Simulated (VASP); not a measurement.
Input of a VASP 6.6.1 run:

INCAR

```
ALGO = Normal
EDIFF = 1E-6
ENCUT = 600
GGA = PE
GGA_COMPAT = F
ISIF = 2
ISMEAR = 0
LASPH = T
LCHARG = F
LMAXMIX = 6
LREAL = F
LWAVE = F
NBANDS = 33
NELM = 200
PREC = Accurate
SIGMA = 0.01
```

KPOINTS

```
k-points
0
Gamma
  12 12 4
```

POSCAR

```
Ho2O
1.0
    3.6386183116      0.0000000000      0.0000000000
   -1.8193091558      3.1511358925      0.0000000000
    0.0000000000      0.0000000000     12.1325905110
Ho O
4 2
Direct
    0.0000000000      0.0000000000      0.4442592988
    0.0000000000      0.0000000000      0.9442592988
    0.3333333333      0.6666666667      0.6874748993
    0.6666666667      0.3333333333      0.1874748993
    0.0000000000      0.0000000000      0.1285310719
    0.0000000000      0.0000000000      0.6285310719
```

Potentials or basis: VASP PAW PBE potentials, release 64 (Ho_3, O), 4f in core.

Command:

```sh
$ cat potpaw_PBE.64/Ho_3/POTCAR potpaw_PBE.64/O/POTCAR > POTCAR
$ mpirun -np 1 vasp_std > vasp.out
```

Predict the band gap on the k mesh.

0.11 eV (least direct gap 0.15 eV).

Estimate the largest force.

0.104 eV/Å.

Forces in eV/Å, atoms in the order of the input:
```
Ho   0.000  0.000 -0.104
Ho   0.000  0.000 -0.104
Ho   0.000  0.000  0.101
Ho   0.000  0.000  0.101
O    0.000  0.000  0.003
O    0.000  0.000  0.003
```

Caveat: spin-orbit coupling is left out, which moves the levels of the heavy elements; the 4f electrons are frozen in the core, so they carry no moment and show no levels. A k mesh can miss the band edges.
